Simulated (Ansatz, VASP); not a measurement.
**W in VASP and in Ansatz**

Contents of POSCAR:

```
W
1.0
    0.0000000000      2.0604500000      2.0909000000
    2.0604500000      0.0000000000      2.0909000000
    2.0604500000      2.0604500000      0.0000000000
W
1
Direct
    0.0000000000      0.0000000000      0.0000000000
```

Contents of INCAR.step1:

```
SYSTEM = W
  PREC = Accurate
  ENCUT = 520
  ISMEAR = 0
  SIGMA = 0.15
  LREAL = .False.
  LASPH = .True.
  NELM = 80
  NBANDS = 13
  GGA = PE
  ALGO = Normal
  EDIFF = 1E-4
  LWAVE = .True.
  LCHARG = .False.
```

Contents of INCAR.step2:

```
SYSTEM = W
  PREC = Accurate
  ENCUT = 520
  EDIFF = 1E-6
  ISMEAR = 0
  SIGMA = 0.15
  LREAL = .False.
  LASPH = .True.
  NELM = 80
  ALGO = Normal
  ISIF = 2
  LWAVE = .False.
  LCHARG = .False.
  METAGGA = R2SCAN
  LMIXTAU = .True.
  NBANDS = 13
  ISTART = 1
```

KPOINTS

```
regular mesh
0
Gamma
  20 20 20
  0 0 0
```

Input for Ansatz:

```yaml
crystal:
  lattice:
    - [0.0, 2.06045, 2.0909]
    - [2.06045, 0.0, 2.0909]
    - [2.06045, 2.06045, 0.0]
  atoms:
    - { symbol: W, position: [0.0, 0.0, 0.0] }
basis:
  ecutwfc: 500
kpoints:
  mp_grid: { grid: [20, 20, 20] }
hamiltonian:
  xc: r2scan
scf:
  occupations: { method: gaussian, width: 0.15 }
output:
  forces: true
  stress: true
  eigenvalues: true
```

Change from the starting cell: strain +0.015 along x and y, +0.030 along z, atoms carried along.

Alike in both runs: task single point; functional r2SCAN; k mesh 20 × 20 × 20; occupations gaussian, width 0.15 eV; no spin polarisation.

|  | VASP | Ansatz |
| --- | --- | --- |
| version | VASP 6.6.1 | Ansatz 0.2.0 |
| potentials or method | VASP PAW PBE potentials, release 64 (W_sv), cutoff 520 eV | scalar-relativistic, plane waves, PAW |
| valence electrons in the cell | 14 | 14 |

Ansatz gave:

- gap on the k mesh at the Fermi level (eV): none
- pressure (GPa): -22.6
- traceless stress, the component that is largest in VASP (GPa): 3.76

Estimate VASP's values.

gap on the k mesh at the Fermi level (eV): none; pressure (GPa): -21.9; traceless stress, the component that is largest in VASP (GPa): 3.76.

VASP's potentials were made for PBE, not for r2SCAN. A gap of «none» marks a metal or a gap that the smearing closes.

Spin-orbit coupling is off throughout.
